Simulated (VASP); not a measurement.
Runs of VASP 6.6.1 on Co. The structure is that of space group P6_3/mmc (No. 194), or close to it. The cells are those of the table. 

| cell | gap on the mesh (eV) | pressure (GPa) | moment (μB) |
| --- | --- | --- | --- |
| a = 2.493, b = 2.493, c = 4.194 Å, angles 90.0, 90.0, 120.0°, 2 atoms | none | -7.7 | 3.28 |
| a = 2.543, b = 2.543, c = 4.194 Å, angles 90.0, 90.0, 120.0°, 2 atoms | none | -14.0 | 3.34 |
| a = 2.419, b = 2.419, c = 4.032 Å, angles 90.0, 90.0, 120.0°, 2 atoms | none | (a) | 3.12 |
| a = 2.468, b = 2.468, c = 4.516 Å, angles 90.0, 90.0, 120.0°, 2 atoms | none | -12.7 | (b) |
| a = 2.369, b = 2.369, c = 4.133 Å, angles 90.0, 90.0, 120.0°, 2 atoms | none | (c) | 3.14 |

Alike in all rows: task single point; level PBE; potentials or basis VASP PAW PBE potentials, release 64 (Co); spin collinear, ferromagnetic start; k mesh 21 × 21 × 12; cutoff (eV) 520; smearing gaussian 0.15 eV.

Problem. Fill in the values left out.

Solution. (a) 14.3; (b) 3.41; (c) 21.1.

Caveats: the cell stands under tension (at least some runs); the cell stands under pressure (at least some runs).

A gap of «none» marks levels without a gap at the run's occupations.
